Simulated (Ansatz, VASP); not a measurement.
Sn: VASP beside Ansatz

File INCAR:

```
SYSTEM = Sn
PREC     = Accurate       ! precision mode
ENCUT    = 520            ! plane-wave cutoff, eV
EDIFF    = 1E-7           ! SCF threshold, eV
ISMEAR   = 0              ! smearing method
SIGMA    = 0.15           ! smearing width, eV
LREAL    = .FALSE.        ! projectors in reciprocal space
LASPH    = .TRUE.         ! aspherical terms in the spheres
NELM     = 100            ! most SCF steps
ALGO     = Fast           ! electronic algorithm
ISIF     = 2              ! what is computed and relaxed
LWAVE    = .FALSE.        ! write WAVECAR
LCHARG   = .FALSE.        ! write CHGCAR
GGA      = PE             ! functional
NBANDS   = 21             ! bands
```

Contents of KPOINTS:

```
regular mesh
0
G
  14 14 14
  0 0 0
```

Contents of POSCAR:

```
Sn
1.0
    0.0000000000      3.2456000000      3.2456000000
    3.2456000000      0.0000000000      3.2456000000
    3.2456000000      3.2456000000      0.0000000000
Sn
2
Direct
    0.5000000000      0.5000000000      0.5000000000
    0.7500000000      0.7500000000      0.7500000000
```

Input for Ansatz:

```yaml
crystal:
  lattice:
    - [0.0, 3.2456, 3.2456]
    - [3.2456, 0.0, 3.2456]
    - [3.2456, 3.2456, 0.0]
  atoms:
    - { symbol: Sn, position: [0.5, 0.5, 0.5] }
    - { symbol: Sn, position: [0.75, 0.75, 0.75] }
basis:
  ecutwfc: 420
kpoints:
  mp_grid: { grid: [14, 14, 14] }
hamiltonian:
  xc: pbe
scf:
  occupations: { method: gaussian, width: 0.15 }
output:
  forces: true
  stress: true
  eigenvalues: true
  write_density: true
  write_potential: true
  elf: true
  volumetric_format: npy
```

Alike in both runs: task single point; functional PBE; k mesh 14 × 14 × 14; occupations gaussian, width 0.15 eV; no spin polarisation.

|  | VASP | Ansatz |
| --- | --- | --- |
| version | VASP 6.6.1 | Ansatz 0.2.0 |
| potentials or method | VASP PAW PBE potentials, release 64 (Sn_d), cutoff 520 eV | scalar-relativistic, plane waves, PAW |
| valence electrons in the cell | 28 | 28 |

|  | VASP | Ansatz | Ansatz less VASP |
| --- | --- | --- | --- |
| gap on the k mesh at the Fermi level (eV) | none | none | - |
| pressure (GPa) | 3.1 | 3.2 | +0.06 |

A gap of «none» marks a metal or a gap that the smearing closes.
